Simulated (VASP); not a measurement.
# Ge in VASP: notebook

Ge is run at these levels: PBE, r2SCAN; tasks: single point.

Program: VASP 6.6.1. These are calculated values, not measurements. Logs are shortened: lines on timing, memory, paths and dates and some standing lists are left out, and cuts for length are marked.

### 1 The cell of the first run

The structure is orthorhombic, space group Imma (No. 74). Conventional cell: a = 3.982 Å, b = 4.042 Å, c = 5.674 Å, α = 90.00°, β = 90.00°, γ = 90.00°. Ge (site symmetry mm2) has 4 Ge at 2.45 to 2.46 Å within 3.2 Å.

### 2 Single point, PBE (shear xy strain +1.5%)

Input file INCAR:

```
SYSTEM = Ge
PREC = Accurate
ENCUT = 520
EDIFF = 1E-6
ISMEAR = -1
SIGMA = 0.02
LREAL = .FALSE.
LASPH = .TRUE.
NELM = 100
ALGO = Normal
ISIF = 2
LWAVE = .FALSE.
LCHARG = .TRUE.
GGA = PE
LELF = .TRUE.
LVHAR = .TRUE.
NBANDS = 21
```

Input file KPOINTS:

```
regular mesh
0
G
  8 8 8
  0 0 0
```

Input file POSCAR:

```
Ge
1.0
    0.0212765513      2.8368735117      2.8368735117
    2.8368735117      0.0212765513      2.8368735117
    2.8581500630      2.8581500630      0.0000000000
Ge
2
Direct
    0.0009270610      0.0009270610     -0.0009270610
    0.2490729390      0.2490729390      0.2509270610
```

Potentials or basis: VASP PAW PBE potentials, release 64 (Ge_d).

The run is started by

```sh
> cat potpaw_PBE.64/Ge_d/POTCAR > POTCAR
> mpirun -np 1 vasp_std > vasp.out
```

OUTCAR:

```text
SYSTEM = Ge
   PREC = Accurate
   ENCUT = 520
   EDIFF = 1E-6
   ISMEAR = -1
   LREAL = .FALSE.
   LASPH = .TRUE.
   NELM = 100
   ISIF = 2
   GGA = PE

 ion  position               nearest neighbor table
   1  0.001  0.001  0.999-   2 2.45   2 2.45   2 2.46   2 2.46
   2  0.249  0.249  0.251-   1 2.45   1 2.45   1 2.46   1 2.46

  LATTYP: Found a body centered orthorhombic cell.
 ALAT       =     3.9818554076
 B/A-ratio  =     1.0151133501
 C/A-ratio  =     1.4249003147

  Lattice vectors:

 A1 = (   2.8368735117,   0.0212765513,  -2.8368735117)
 A2 = (  -2.8368735117,  -0.0212765513,  -2.8368735117)
 A3 = (   0.0212765513,   2.8368735117,   2.8368735117)

Analysis of symmetry for initial positions (statically):
=====================================================================
 Subroutine PRICEL returns:
 Original cell was already a primitive cell.

 Routine SETGRP: Setting up the symmetry group for a
 body centered orthorhombic supercell.

 Subroutine GETGRP returns: Found  8 space group operations
 (whereof  4 operations were pure point group operations)
 out of a pool of  8 trial point group operations.

The static configuration has the point symmetry C_2v.
 The point group associated with its full space group is D_2h.

Analysis of symmetry for dynamics (positions and initial velocities):
=====================================================================
 Subroutine PRICEL returns:
 Original cell was already a primitive cell.

 Routine SETGRP: Setting up the symmetry group for a
 body centered orthorhombic supercell.

 Subroutine GETGRP returns: Found  8 space group operations
 (whereof  4 operations were pure point group operations)
 out of a pool of  8 trial point group operations.

The dynamic configuration has the point symmetry C_2v.
 The point group associated with its full space group is D_2h.

 Subroutine INISYM returns: Found  8 space group operations
 (whereof  4 operations are pure point group operations),
 and found     1 'primitive' translations

----------------------------------------------------------------------------------------

                                     Primitive cell

  volume of cell :      45.6589

  direct lattice vectors                    reciprocal lattice vectors
     0.021276551  2.836873512  2.836873512    -0.177582235  0.177582235  0.176250368
     2.836873512  0.021276551  2.836873512     0.177582235 -0.177582235  0.176250368
     2.858150063  2.858150063  0.000000000     0.174938330  0.174938330 -0.176250368

  length of vectors
     4.012001413  4.012001413  4.042034582     0.306814426  0.306814426  0.303761471

  position of ions in fractional coordinates (direct lattice)
     0.000927061  0.000927061  0.999072939
     0.249072939  0.249072939  0.250927061

  ion indices of the primitive-cell ions
   primitive index   ion index
                 1           1
                 2           2

----------------------------------------------------------------------------------------

 KPOINTS: regular mesh

Automatic generation of k-mesh.
 Grid dimensions read from file:
 generate k-points for:    8    8    8

 Generating k-lattice:

  Cartesian coordinates                     Fractional coordinates (reciprocal lattice)
    -0.022197779  0.022197779  0.022031296     0.125000000 -0.000000000  0.000000000
     0.022197779 -0.022197779  0.022031296    -0.000000000  0.125000000  0.000000000
     0.021867291  0.021867291 -0.022031296     0.000000000  0.000000000  0.125000000

  Length of vectors
     0.038351803  0.038351803  0.037970184

  Shift w.r.t. Gamma in fractional coordinates (k-lattice)
     0.000000000  0.000000000  0.000000000

 Subroutine IBZKPT returns following result:
 ===========================================

 Found     95 irreducible k-points:

 Following reciprocal coordinates:
            Coordinates               Weight
  0.000000  0.000000  0.000000      1.000000
  0.125000 -0.000000  0.000000      4.000000
  0.250000 -0.000000  0.000000      4.000000
  0.375000  0.000000  0.000000      4.000000
  0.500000 -0.000000  0.000000      2.000000
  0.125000  0.125000  0.000000      2.000000
[... 16 lines left out ...]
  0.125000 -0.000000  0.125000      4.000000
  0.250000  0.000000  0.125000      8.000000
 [... further k-points ...]
   k-points           NKPTS =     95   k-points in BZ     NKDIM =     95   number of bands    NBANDS=     21
   number of dos      NEDOS =    301   number of ions     NIONS =      2
   total plane-waves  NPLWV =  27000
   dimension x,y,z NGX =    30 NGY =   30 NGZ =   30
   dimension x,y,z NGXF=    60 NGYF=   60 NGZF=   60
   ions per type =               2
   NGX,Y,Z   is equivalent  to a cutoff of  12.43, 12.43, 12.34 a.u.
   NGXF,Y,Z  is equivalent  to a cutoff of  24.86, 24.86, 24.68 a.u.
 SYSTEM =  Ge
   PREC   = accura    normal or accurate (medium, high low for compatibility)
   ISTART =      0    job   : 0-new  1-cont  2-samecut
   ICHARG =      2    charge: 1-file 2-atom 10-const
   ISPIN  =      1    spin polarized calculation?
   LNONCOLLINEAR =      F non collinear calculations
   LSORBIT =      F    spin-orbit coupling
   LASPH  =      T    aspherical Exc in radial PAW
   ENCUT  =  520.0 eV  38.22 Ry    6.18 a.u.   7.46  7.46  7.52*2*pi/ulx,y,z
   NELM   =    100;   NELMIN=  2; NELMDL= -5     # of ELM steps
   EDIFF  = 0.1E-05   stopping-criterion for ELM
   LREAL  =      F    real-space projection
   EDIFFG = 0.1E-04   stopping-criterion for IOM
   NSW    =      0    number of steps for IOM
   IBRION =     -1    ionic relax: 0-MD 1-quasi-New 2-CG
   NFREE  =      0    steps in history (QN), initial steepest desc. (CG)
   ISIF   =      2    stress and relaxation
   ISYM   =      2    0-nonsym 1-usesym 2-fastsym
   POTIM  = 0.5000    time-step for ionic-motion
   TEBEG  =    0.0;   TEEND  =   0.0 temperature during run
   PSTRESS=    0.0 pullay stress
   NELECT =      28.0000    total number of electrons
   NUPDOWN=      -1.0000    fix difference up-down
   EMIN   =  10.00;   EMAX   =-10.00  energy-range for DOS
   EFERMI =   0.00;   METHOD = LEGACY
   ISMEAR =    -1;   SIGMA  =   0.02  broadening in eV -4-tet -1-fermi 0-gaus
   EFERMI_NEDOS =   21; number of points for ismear=-14 and -15
   IALGO  =     38    algorithm
   IMIX   =      4    mixing-type and parameters
     AMIX     =   0.40;   BMIX     =  1.00
     AMIX_MAG =   1.60;   BMIX_MAG =  1.00
  volume/ion in A,a.u.               =      22.83       154.06
  Fermi-wavevector in a.u.,A,eV,Ry     =   1.390867  2.628358 26.320630  1.934512
  Thomas-Fermi vector in A             =   2.514761
   LORBIT       =      0    0 simple, 1 ext, 2 COOP (PROOUT), +10 PAW based schemes
   GGA     = PE    functional components
   LHFCALC =     F    Hartree Fock is set to
   AEXX    =    0.0000 exact exchange contribution
   IVDW    =     0    specifies the selected vdW correction
   LEPSILON=     F    determine dielectric tensor
   LRPA    =     F    only Hartree local field effects (RPA)
 non-spin polarized calculation
  energy-cutoff  :      520.00
  volume of cell :       45.66
 maximum number of plane-waves:      1255
 NGX is ok and might be reduce to    30
   NGX = 15   NGY = 15   NGZ = 15

 number of electron      28.0000013 magnetization

 Free energy of the ion-electron system (eV)
  ---------------------------------------------------
  ext. energy  EPLUGINS =         0.00000000
  ---------------------------------------------------
  free energy    TOTEN  =        -9.00499460 eV

  energy without entropy =       -9.00487538  energy(sigma->0) =       -9.00493499

 E-fermi :   4.9380     XC(G=0):  -9.8834

 val. band max:        4.9112612856   @ k =   0.0000   0.0000   0.0000
 cond. band min:       4.9740887941   @ k =   0.0000   0.0000   0.0000
 fundamental gap:      0.0628275085
 Fermi energy:         4.9379796609

 k-point     1 :       0.0000    0.0000    0.0000
  band No.  band energies     occupation
      1     -19.8948      2.00000
      2     -19.8891      2.00000
      3     -19.8831      2.00000
      4     -19.8535      2.00000
      5     -19.8535      2.00000
      6     -19.6537      2.00000
[... 13 lines left out ...]
     20      14.3721      0.00000
     21      14.3753      0.00000

 k-point     2 :       0.1250   -0.0000    0.0000
  band No.  band energies     occupation
      1     -19.8990      2.00000
      2     -19.8920      2.00000
      3     -19.8894      2.00000
      4     -19.8423      2.00000
      5     -19.8415      2.00000
      6     -19.6632      2.00000
[... 13 lines left out ...]
     20      13.4357      0.00000
     21      13.4910      0.00000

 k-point     3 :       0.2500   -0.0000    0.0000
  band No.  band energies     occupation
      1     -19.9077      2.00000
      2     -19.9025      2.00000
      3     -19.8826      2.00000
      4     -19.8249      2.00000
      5     -19.8245      2.00000
      6     -19.6750      2.00000
[... 13 lines left out ...]
     20      13.1490      0.00000
     21      13.2805      0.00000

 k-point     4 :       0.3750    0.0000    0.0000
  band No.  band energies     occupation
      1     -19.9120      2.00000
      2     -19.9075      2.00000
      3     -19.8752      2.00000
      4     -19.8155      2.00000
      5     -19.8128      2.00000
      6     -19.6822      2.00000
[... 13 lines left out ...]
     20      14.3050      0.00000
     21      14.5099      0.00000

 k-point     5 :       0.5000   -0.0000    0.0000
  band No.  band energies     occupation
      1     -19.9130      2.00000
      2     -19.9087      2.00000
      3     -19.8720      2.00000
      4     -19.8132      2.00000
      5     -19.8094      2.00000
      6     -19.6845      2.00000
[... 13 lines left out ...]
     20      15.9357      0.00000
     21      16.0079      0.00000
[... 382 lines left out ...]
     20      16.4641      0.00000
     21      17.6946      0.00000

 k-point    22 :       0.0000    0.0000    0.1250
  band No.  band energies     occupation
      1     -19.9018      2.00000
      2     -19.8960      2.00000
      3     -19.8826      2.00000
      4     -19.8432      2.00000
      5     -19.8425      2.00000
      6     -19.6605      2.00000
[... 13 lines left out ...]
     20      13.4755      0.00000
     21      13.5325      0.00000

 k-point    23 :       0.1250   -0.0000    0.1250
  band No.  band energies     occupation
      1     -19.8999      2.00000
      2     -19.8947      2.00000
      3     -19.8910      2.00000
      4     -19.8448      2.00000
      5     -19.8303      2.00000
      6     -19.6816      2.00000
[... 13 lines left out ...]
     20      12.5359      0.00000
     21      14.6366      0.00000

 k-point    24 :       0.2500    0.0000    0.1250
  band No.  band energies     occupation
      1     -19.9074      2.00000
      2     -19.9021      2.00000
      3     -19.8879      2.00000
      4     -19.8304      2.00000
      5     -19.8101      2.00000
      6     -19.7020      2.00000
[... 13 lines left out ...]
     20      13.8544      0.00000
     21      14.4245      0.00000

 [... further k-points ...]
[... 5 lines left out ...]
  --------------------------------------------------------------------------------------
  -------------------------------------------------------------------------------------
  Total        0.8518305      0.8518305      0.8558639     -0.2615172      0.0000000     -0.0000000
  in kB       29.8908528     29.8908528     30.0323830     -9.1766750      0.0000000     -0.0000000
  external PRESSURE =      29.9380296 kB  Pullay stress =       0.0000000 kB

 VOLUME and BASIS-vectors are now :
 -----------------------------------------------------------------------------
  energy-cutoff  :      520.00
  volume of cell :       45.66
      direct lattice vectors                 reciprocal lattice vectors
     0.021276551  2.836873512  2.836873512    -0.177582235  0.177582235  0.176250368
     2.836873512  0.021276551  2.836873512     0.177582235 -0.177582235  0.176250368
     2.858150063  2.858150063  0.000000000     0.174938330  0.174938330 -0.176250368

 POSITION                                       TOTAL-FORCE (eV/Angst)
 -----------------------------------------------------------------------------------
      2.85815      2.85815      0.00526        -0.000000     -0.000000      0.025272
      1.42908      1.42908      1.41318         0.000000      0.000000     -0.025272
 -----------------------------------------------------------------------------------
    total drift:                                0.000000      0.000000     -0.000000

  FREE ENERGIE OF THE ION-ELECTRON SYSTEM (eV)
  ---------------------------------------------------
  free  energy   TOTEN  =        -9.0049946026 eV

  energy  without entropy=       -9.0048753832  energy(sigma->0) =       -9.00493499
```

Wall time 2.2 min (1 thread of Intel Xeon 8259CL, shared host); peak memory 0.21 GiB.

What came out:

* Free energy: -9.0050 eV
* Pressure: 3.0 GPa
* Largest force: 0.025 eV/Å
* Band gap on the k mesh: 0.06 eV, direct

Forces on the atoms (eV/Å):
```
Ge   0.000  0.000  0.025
Ge   0.000  0.000 -0.025
```

Stress tensor (GPa, compression positive):
```
 2.99 -0.92  0.00
-0.92  2.99  0.00
 0.00  0.00  3.00
```

Caveat: the cell differs from its parent crystal (shear xy strain +1.5%).

[end of part 1 of 2]
